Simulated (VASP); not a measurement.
W: single point with PBE

The system is W.

```
W
1.0
    -1.53341    1.53341    1.66119
     1.53341   -1.53341    1.66119
     1.53341    1.53341   -1.66119
W
1
Cartesian
  0.0000 0.0000 0.0000
```

This cell differs from its parent crystal: strain -0.040 along x and y, +0.040 along z.

| Item | Value |
| --- | --- |
| Program | VASP 6.6.1 |
| Task | single point |
| Functional | PBE |
| Potentials or basis | VASP PAW PBE potentials, release 64 (W_sv) |
| Cutoff | 520 eV |
| k mesh | 20 × 20 × 20 |
| Occupations | gaussian, width 0.15 eV |
| Spin | no spin polarisation |
| Dipole correction | no |
| Further INCAR settings | ALGO = Fast; EDIFF = 1e-07; NBANDS = 13 |

- Pressure: 11.9 GPa
- Band gap on the k mesh: zero (bands 7 and 8 overlap by 5.87 eV)

Stress tensor (GPa, compression positive):
```
19.96  0.00  0.00
 0.00 19.96  0.00
 0.00  0.00 -4.14
```

Levels at points of the mesh, in eV from the Fermi level:
```tsv
k point	band 5	band 6	band 7	band 8	band 9	band 10
(0.00, 0.00, 0.00)	-9.74	-1.55	-1.55	-0.53	1.51	2.87
(0.50, 0.00, 0.00)	-6.40	-3.25	0.52	1.35	3.34	6.09
(0.50, 0.50, 0.00)	-6.39	-4.32	1.15	3.11	3.68	6.40
(0.50, 0.50, 0.50)	-6.09	-5.85	5.04	5.38	5.38	6.93
```

It took 52 s on 1 thread of Intel(R) Xeon(R) 6975P-C (Granite Rapids), on a shared host, peak memory 0.22 GiB.

Caveat: the cell differs from its parent crystal (strain -0.040 along x and y, +0.040 along z); the stress differs along the axes, from -4 to 20 GPa; spin-orbit coupling is left out, which moves the levels of the heavy elements.
